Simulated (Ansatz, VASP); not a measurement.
## ZrZnN: VASP beside Ansatz

```
CELL_PARAMETERS angstrom
3.58292 0.00000 0.00000
-1.79146 3.10290 0.00000
0.00000 0.00000 4.72430
ATOMIC_POSITIONS crystal
Zr 0.00000 0.00000 0.50000
Zn 0.33333 0.66667 0.00000
N 0.66667 0.33333 0.50000
```

Change from the starting cell: species swapped into the TaBeB type (P-6m2, No. 187).

Alike in both runs: functional PBE; k mesh 12 × 12 × 10; occupations gaussian, width 0.1 eV; no spin polarisation.

Ansatz relaxed the structure, and its values are those at the end. VASP's run is a single point on that final structure, the one shown.

|  | VASP | Ansatz |
| --- | --- | --- |
| version | VASP 6.6.1 | Ansatz 0.2.0 |
| potentials or method | VASP PAW PBE potentials, release 64 (Zr_sv, Zn, N), cutoff 520 eV | scalar-relativistic, plane waves, PAW |
| valence electrons in the cell | 29 | 29 |

```csv
,VASP,Ansatz,Ansatz less VASP
gap on the k mesh at the Fermi level (eV),none,none,-
pressure (GPa),0.2,0.0,-0.15
```

A gap of «none» marks a metal or a gap that the smearing closes.
